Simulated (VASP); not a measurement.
Wanted: the native input for a VASP 6.6.1 run.

```yaml
Task: single point
Functional: PBE
Potentials_or_basis: VASP PAW PBE potentials, release 64 (Gd, Ti_sv, F)
Cutoff: 520 eV
k_mesh: 4 × 4 × 4
Occupations: gaussian, width 0.1 eV
Spin: collinear spin, ferromagnetic start
Starting_moments: "[7.0, 1.0, 0.0, 0.0] μB"
Dipole_correction: no
Further_INCAR_settings: ALGO = Normal; EDIFF = 1e-06; NBANDS = 34
```

The structure of GdTiF2 lies in POSCAR:

```
GdTiF2
1.0
    3.3148769619      0.0000000000      0.0000000000
    0.0000000000      3.3148769619      0.0000000000
    0.0000000000      0.0000000000      6.4351969403
Gd Ti F
1 1 2
Direct
    0.0000000000      0.0000000000      0.0000000000
    0.0000000000      0.0000000000      0.5000000000
    0.5000000000      0.5000000000      0.5000000000
    0.5000000000      0.5000000000      0.0000000000
```

The cell was generated, and may not be a known phase.

One way to write it, as run:

INCAR

```
SYSTEM = GdTiF2
ALGO = Normal
EDIFF = 1E-6
ENCUT = 520
GGA = PE
ISIF = 2
ISMEAR = 0
ISPIN = 2
LASPH = .True.
LCHARG = .False.
LMAXMIX = 6
LORBIT = 11
LREAL = .False.
LWAVE = .False.
MAGMOM = 7 1 0 0
NBANDS = 34
NELM = 150
PREC = Accurate
SIGMA = 0.1
```

KPOINTS

```
k-points
0
Gamma
  4 4 4
  0 0 0
```

Potentials or basis: VASP PAW PBE potentials, release 64 (Gd, Ti_sv, F).

Launch:

```bash
$ cat potpaw_PBE.64/Gd/POTCAR potpaw_PBE.64/Ti_sv/POTCAR potpaw_PBE.64/F/POTCAR > POTCAR
$ mpirun -np 1 vasp_std > vasp.out
```

It gave:

- Pressure: 0.3 GPa
- Net moment: 9.18 μB per cell
- Site moments: Gd +6.88; Ti +1.20; F +0.06, +0.03 μB
- Valence electrons inside the program's atomic spheres: Gd 15.32; Ti 10.09; F 6.06, 6.12

Caveat: the k points lie up to 0.47 Å⁻¹ apart; a cell with one magnetic atom can't hold antiferromagnetic order, which such compounds often take.

It took 8.6 min on 1 thread of Oxide Virtual Turin-like Processor, on a shared host, peak memory 0.24 GiB.
